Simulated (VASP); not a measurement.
A run of VASP 6.6.1 is set up as follows.

INCAR

```
SYSTEM = ZnS
PREC     = Accurate       ! precision mode
ENCUT    = 520            ! plane-wave cutoff, eV
EDIFF    = 1E-7           ! SCF threshold, eV
ISMEAR   = -5             ! smearing method
SIGMA    = 0.05           ! smearing width, eV
LREAL    = .False.        ! projectors in reciprocal space
LASPH    = .True.         ! aspherical terms in the spheres
NELM     = 150            ! most SCF steps
ALGO     = Normal         ! electronic algorithm
ISIF     = 2              ! what is computed and relaxed
LWAVE    = .False.        ! write WAVECAR
LCHARG   = .True.         ! write CHGCAR
ISPIN    = 2              ! spin polarisation
MAGMOM   = 0.58 0         ! initial moments
LORBIT   = 11             ! projections on sites
GGA      = PE             ! functional
LELF     = .True.         ! ELF
LVHAR    = .True.       
NBANDS   = 20             ! bands
```

Contents of KPOINTS:

```
regular mesh
0
Gamma
  9 9 9
  0 0 0
```

The input POSCAR:

```
ZnS
1.0
    0.0000000000      2.7020000000      2.7020000000
    2.7020000000      0.0000000000      2.7020000000
    2.7020000000      2.7020000000      0.0000000000
Zn S
1 1
Direct
    0.7500000000      0.7500000000      0.7500000000
    0.0000000000      0.0000000000      0.0000000000
```

Potentials or basis: VASP PAW PBE potentials, release 64 (Zn, S).

Command:

```console
$ cat potpaw_PBE.64/Zn/POTCAR potpaw_PBE.64/S/POTCAR > POTCAR
$ mpirun -np 1 vasp_std > vasp.out
```

Question: What does it give for the pressure?

Answer: 1.8 GPa.

Question: What does it give for the net moment?

Answer: 0.00 μB per cell.

Question: Predict the band gap on the k mesh.

Answer: 2.11 eV.
